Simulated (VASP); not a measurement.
Runs of VASP 6.6.1 on Zn2S. The structure is that of space group Fm-3m (No. 225), or close to it. The cells are those of the table. The cell was built from a structure type or drawn by symmetry, and may not be a known phase.

| task | cell | k mesh | cutoff (eV) | gap on the mesh (eV) | pressure (GPa) |
| --- | --- | --- | --- | --- | --- |
| single point | a = 4.375 Å, angles 60.0°, 3 atoms | 6 × 6 × 6 | 520 | none | 0.3 |
| single point | a = 4.263 Å, angles 60.0°, 3 atoms | 6 × 6 × 6 | 520 | none | 4.7 |
| relaxation of cell and atoms | relaxed from a = 4.375 Å, angles 60.0°, 3 atoms | 14 × 14 × 14 | 600 | none | 0.0 |
| single point | a = 4.371 Å, angles 60.0°, 3 atoms | 14 × 14 × 14 | 520 | none | (a) |
| relaxation of cell and atoms | relaxed from a = 4.263 Å, angles 60.0°, 3 atoms | 6 × 6 × 6 | 600 | none | 0.3 |

Alike in all rows: level PBE; potentials or basis VASP PAW PBE potentials, release 64 (Zn, S); no spin polarisation; smearing gaussian 0.1 eV.

Problem. Fill in the values left out.

Solution. (a) 0.1.

Caveats: semilocal functionals underestimate gaps, so a narrow gap can read as zero (at least some runs); the cell stands under pressure (at least some runs); the relaxation stopped at its first step, so nothing moved (at least some runs).

A gap of «none» marks levels without a gap at the run's occupations.
